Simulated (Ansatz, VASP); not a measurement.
# One calculation of NiPt2, two programs

```
Ni Pt
1.0
     2.74785    0.00000    0.00000
    -1.37392    2.37971    0.00000
     0.00000    0.00000    6.57643
Ni Pt
1 2
Direct
  0.00000 0.00000 0.00000
  0.66667 0.33333 0.31610
  0.33333 0.66667 0.68390
```

Alike in both runs: functional PBE; k mesh 18 × 18 × 8; occupations gaussian, width 0.1 eV; collinear spin.

Ansatz relaxed the structure, and its values are those at the end. VASP's run is a single point on that final structure, the one shown.

|  | VASP | Ansatz |
| --- | --- | --- |
| version | VASP 6.6.1 | Ansatz 0.2.0 |
| potentials or method | VASP PAW PBE potentials, release 64 (Ni, Pt), cutoff 520 eV | scalar-relativistic, plane waves, PAW |
| valence electrons in the cell | 30 | 54 |

Ansatz gave:

* gap on the k mesh at the Fermi level (eV): none
* pressure (GPa): 0.0
* rms of the force components (eV/Å): 0.001
* net moment per atom (μB): 0.49
* size of the moment on the site where the two differ most (μB): 0.91

Question: What did VASP give for the same quantities?

Answer: gap on the k mesh at the Fermi level (eV): none; pressure (GPa): -0.4; rms of the force components (eV/Å): 0.004; net moment per atom (μB): 0.48; size of the moment on the site where the two differ most (μB): 0.87.

Site moments also hang on the region over which each program counts them. A gap of «none» marks a metal or a gap that the smearing closes. VASP's potentials hold 30 valence electrons a cell and Ansatz's 54, so a difference there can come from the potentials and not from the codes.

Spin-orbit coupling is off throughout.
